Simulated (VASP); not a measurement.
Input of a VASP 6.6.1 run:

Contents of INCAR:

```
PREC     = Accurate       # precision mode
ENCUT    = 520            # plane-wave cutoff, eV
EDIFF    = 1E-7           # SCF threshold, eV
ISMEAR   = -1             # smearing method
SIGMA    = 0.05           # smearing width, eV
LREAL    = False          # projectors in reciprocal space
LASPH    = True           # aspherical terms in the spheres
NELM     = 100            # most SCF steps
ALGO     = Normal         # electronic algorithm
ISIF     = 2              # what is computed and relaxed
LWAVE    = False          # write WAVECAR
LCHARG   = False          # write CHGCAR
GGA      = PS             # functional
NBANDS   = 20             # bands
```

File KPOINTS:

```
regular mesh
0
Gamma
  10 10 10
```

POSCAR

```
MoS2
1.0
    1.5399862719      0.8891114886      5.5785231191
   -1.5399862719      0.8891114886      5.5785231191
    0.0000000000     -1.7782229773      5.5785231191
Mo S
1 2
Direct
    0.0000122494      0.0000122494      0.0000122494
    0.4267368563      0.4267368563      0.4267368563
    0.2402508943      0.2402508943      0.2402508943
```

Potentials or basis: VASP PAW PBE potentials, release 64 (Mo_sv, S).

Command:

```console
$ cat potpaw_PBE.64/Mo_sv/POTCAR potpaw_PBE.64/S/POTCAR > POTCAR
$ mpirun -np 1 vasp_std > vasp.out
```

Question: What does it give for the largest force?

Answer: 0.008 eV/Å.

Question: What does it give for the band gap on the k mesh?

Answer: 0.27 eV (least direct gap 1.75 eV).

Question: Estimate the pressure.

Answer: 10.0 GPa.

Forces in eV/Å, atoms in the order of the input:
```
Mo   0.000  0.000 -0.001
S    0.000  0.000 -0.008
S    0.000  0.000  0.008
```

Caveat: the cell stands under pressure; the PAW data sets were made with another functional, which shifts forces and pressure a little. A k mesh can miss the band edges.
